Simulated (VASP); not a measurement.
Sc:

```
Sc
1.0
     3.68000    0.00000    0.00000
     0.00000    3.68000    0.00000
     0.00000    0.00000    3.68000
Sc
2
Direct
  0.00000 0.00000 0.00000
  0.50000 0.50000 0.50000
```

| Quantity | Value |
| --- | --- |
| Program | VASP 6.6.1 |
| Task | relaxation of cell and atoms |
| Functional | PBEsol |
| Potentials or basis | VASP PAW PBE potentials, release 64 (Sc_sv) |
| Cutoff | 600 eV |
| k mesh | 7 × 7 × 7 |
| Occupations | gaussian, width 0.05 eV |
| Spin | no spin polarisation |

At the start: pressure -2.1 GPa; volume 24.92 Å³/atom.

Where does the relaxation end?

Over 3 steps the energy falls by 6.6 meV/atom and the volume is 23.91 Å³/atom (-4.1 %); space group Im-3m (No. 229, to 0.05 Å).

Step by step:
```csv
step,energy change (eV),largest force (eV/Å),pressure (GPa),volume (Å³)
1,0.0000,0.0000,-2.06,49.84
2,-0.0130,0.0000,0.28,47.56
3,-0.0132,0.0000,0.00,47.82
```

Final structure:
```
CELL_PARAMETERS angstrom
3.62958 0.00000 0.00000
0.00000 3.62958 0.00000
0.00000 0.00000 3.62958
ATOMIC_POSITIONS crystal
Sc 0.00000 0.00000 0.00000
Sc 0.50000 0.50000 0.50000
```

Caveat: the PAW data sets were made with another functional, which shifts forces and pressure a little.
